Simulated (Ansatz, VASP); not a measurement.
## Cs in VASP and in Ansatz

INCAR

```
ALGO = Fast ; EDIFF = 1E-7
ENCUT = 520 ; GGA = PE
ISIF = 2 ; ISMEAR = 1
LASPH = T ; LCHARG = F
LREAL = F ; LWAVE = F
NBANDS = 16 ; NELM = 80
PREC = Accurate ; SIGMA = 0.0089
```

The input KPOINTS:

```
k-points
0
Gamma
  4 4 4
```

Contents of POSCAR:

```
Cs
1.0
   -2.5538463026      2.5538463026      9.5960667852
    2.5538463026     -2.5538463026      9.5960667852
    2.5538463026      2.5538463026     -9.5960667852
Cs
2
Direct
    0.2500000000      0.7500000000      0.5000000000
    0.5000000000      0.5000000000      0.0000000000
```

Input for Ansatz:

```yaml
crystal:
  lattice:
    - [-2.5538463026, 2.5538463026, 9.5960667852]
    - [2.5538463026, -2.5538463026, 9.5960667852]
    - [2.5538463026, 2.5538463026, -9.5960667852]
  atoms:
    - { symbol: Cs, position: [0.25, 0.75, 0.5] }
    - { symbol: Cs, position: [0.5, 0.5, 0.0] }
basis:
  ecutwfc: 420
kpoints:
  mp_grid: { grid: [4, 4, 4] }
hamiltonian:
  xc: pbe
scf:
  occupations: { method: cold, width: 0.0089 }
output:
  forces: true
  stress: true
  eigenvalues: true
```

Alike in both runs: task single point; functional PBE; k mesh 4 × 4 × 4; no spin polarisation.

|  | VASP | Ansatz |
| --- | --- | --- |
| version | VASP 6.6.1 | Ansatz 0.2.0 |
| potentials or method | VASP PAW PBE potentials, release 64 (Cs_sv), cutoff 520 eV | scalar-relativistic, plane waves, PAW |
| occupations | methfessel-paxton of order 1, width 0.0089 eV | cold, width 0.0089 eV |
| valence electrons in the cell | 18 | 18 |

|  | VASP | Ansatz | Ansatz less VASP |
| --- | --- | --- | --- |
| gap on the k mesh at the Fermi level (eV) | none | none | - |
| pressure (GPa) | 0.0 | 0.0 | +0.01 |

A gap of «none» marks a metal or a gap that the smearing closes.

The k mesh is coarse, so the values compare programs but aren't converged. Neither program's run includes spin-orbit coupling.
